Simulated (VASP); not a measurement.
Ti, 1 atom in the cell. Symmetry: Fmmm, No. 69, orthorhombic system. The conventional cell has a = 4.030 Å, b = 4.060 Å, c = 4.090 Å, α = 90.00°, β = 90.00°, γ = 90.00°. Within 3.8 Å of Ti (site symmetry mmm) lie 12 Ti at 2.86 to 2.88 Å.  This cell differs from its parent crystal: strain +0.0075 x Voigt [1, -1, 0, 0, 0, 0].

```yaml
Program: VASP 6.6.1
Task: single point
Functional: PBEsol
Potentials_or_basis: VASP PAW PBE potentials, release 64 (Ti_sv)
Cutoff: 520 eV
k_mesh: 10 × 10 × 10
Occupations: gaussian, width 0.15 eV
Spin: no spin polarisation
Dipole_correction: no
Further_INCAR_settings: ALGO = Normal; EDIFF = 1e-07; NBANDS = 12
```

Potentials or basis: VASP PAW PBE potentials, release 64 (Ti_sv).

Command:

```bash
$ cat potpaw_PBE.64/Ti_sv/POTCAR > POTCAR
$ mpirun -np 1 vasp_std > vasp.out
```

Hardware: 1 thread of Intel Xeon 8259CL, on a shared host.

Task: How long does it take, and how much memory?

Result: It took 47 s on 1 thread of Intel Xeon 8259CL, on a shared host, peak memory 0.16 GiB. Counts: scf iterations 14, k points 171.
